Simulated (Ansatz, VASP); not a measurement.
Ge in VASP and in Ansatz

```
Ge
1.0
     3.91598    0.00000    0.00000
    -1.95799    3.39134    0.00000
     0.00000    0.00000    6.46466
Ge
4
Direct
  0.66667 0.33333 0.06290
  0.33333 0.66667 0.56290
  0.66667 0.33333 0.43710
  0.33333 0.66667 0.93710
```

Change from the starting cell: volume scaled by 0.94, crystal datasets.

Alike in both runs: task electric field gradients; functional PBE; k mesh 11 × 11 × 6; occupations fermi-dirac, width 0.05 eV; no spin polarisation.

|  | VASP | Ansatz |
| --- | --- | --- |
| version | VASP 6.6.1 | Ansatz 0.2.0 |
| potentials or method | VASP PAW PBE potentials, release 64 (Ge_d), cutoff 520 eV | all-electron PAW with datasets made for the crystal, scalar-relativistic |

VASP gave:

- pressure (GPa): 8.0
- rms of the force components (eV/Å): 0.018
- size of Vzz on the site where it differs most (V/Å²): 8.9

Question: Which values does Ansatz return?

Answer: Pressure (GPa): 8.1; rms of the force components (eV/Å): 0.018; size of Vzz on the site where it differs most (V/Å²): 9.1.

Atom by atom the forces differ by 0.000 eV/Å (rms over components). Ansatz ran all-electron here, and VASP with PAW potentials.
